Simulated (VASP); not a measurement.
Set up this calculation in VASP 6.6.1, as the native input.

```
Task                               : single point
Functional                         : PBEsol-based screened hybrid with 25 % exact exchange
Potentials or basis                : VASP PAW PBE potentials, release 64 (Co, O)
Cutoff                             : 520 eV
k mesh                             : 5 × 5 × 5
Occupations                        : fermi-dirac, width 0.05 eV
Spin                               : collinear spin, ferromagnetic start
Starting moments                   : [2.0, 0.0] μB
Dipole correction                  : no
Grid for exact exchange (PRECFOCK) : Normal
Share of exact exchange            : 0.25
Further INCAR settings             : ALGO = Normal; EDIFF = 1e-07; NBANDS = 18
Screening parameter                : 0.207 1/Å
```

Crystal: CoO.

```
Co O
1.0
     2.58956    0.00000    0.00000
     0.00000    2.58956    0.00000
     0.00000    0.00000    2.58956
Co O
1 1
Cartesian
  0.0000 0.0000 0.0000
  1.2948 1.2948 1.2948
```

One way to write it, as run:

POSCAR

```
CoO
1.0
    2.5895646320      0.0000000000      0.0000000000
    0.0000000000      2.5895646320      0.0000000000
    0.0000000000      0.0000000000      2.5895646320
Co O
1 1
Direct
    0.0000000000      0.0000000000      0.0000000000
    0.5000000000      0.5000000000      0.5000000000
```

INCAR.step1

```
SYSTEM = CoO
PREC = Accurate
ENCUT = 520
EDIFF = 1E-5
ISMEAR = -1
SIGMA = 0.05
LREAL = .FALSE.
LASPH = .TRUE.
NELM = 150
ALGO = Normal
ISIF = 2
LWAVE = .TRUE.
LCHARG = .FALSE.
ISPIN = 2
MAGMOM = 2 0
LORBIT = 11
LMAXMIX = 4
NBANDS = 18
GGA = PE
```

INCAR.step2

```
SYSTEM = CoO
PREC = Accurate
ENCUT = 520
EDIFF = 1E-7
ISMEAR = -1
SIGMA = 0.05
LREAL = .FALSE.
LASPH = .TRUE.
NELM = 150
ALGO = Normal
ISIF = 2
LWAVE = .FALSE.
LCHARG = .FALSE.
ISPIN = 2
MAGMOM = 2 0
LORBIT = 11
LMAXMIX = 4
GGA = PS
LHFCALC = .TRUE.
AEXX = 0.25
HFSCREEN = 0.207
PRECFOCK = Normal
NBANDS = 18
ISTART = 1
```

KPOINTS

```
Automatic mesh
0
G
  5 5 5
  0 0 0
```

Potentials or basis: VASP PAW PBE potentials, release 64 (Co, O).

The run is started by

```bash
$ cat potpaw_PBE.64/Co/POTCAR potpaw_PBE.64/O/POTCAR > POTCAR
$ cp INCAR.step1 INCAR
$ mpirun -np 1 vasp_std > vasp.out
$ cp INCAR.step2 INCAR
$ mpirun -np 1 vasp_std > vasp.out
```

Results of the run:

```json
{
 "Pressure": "-0.1 GPa",
 "Band gap on the k mesh": "3.15 eV (least direct gap 3.68 eV)",
 "Net moment": "3.00 μB per cell",
 "Site moments": "Co +2.67; O +0.29 μB",
 "Valence electrons inside the program's atomic spheres": "Co 7.76; O 5.02"
}
```

Caveat: the k points lie up to 0.49 Å⁻¹ apart; the PAW data sets were made with another functional, which shifts forces and pressure a little; an odd mesh through Γ misses points on the zone boundary, where band edges can lie; a cell with one magnetic atom can't hold antiferromagnetic order, which such compounds often take.

Run time: 24 min on 1 thread of Intel(R) Xeon(R) Platinum 8259CL CPU @ 2.50GHz (Skylake/Cascade Lake) (shared host), peak memory 0.24 GiB.
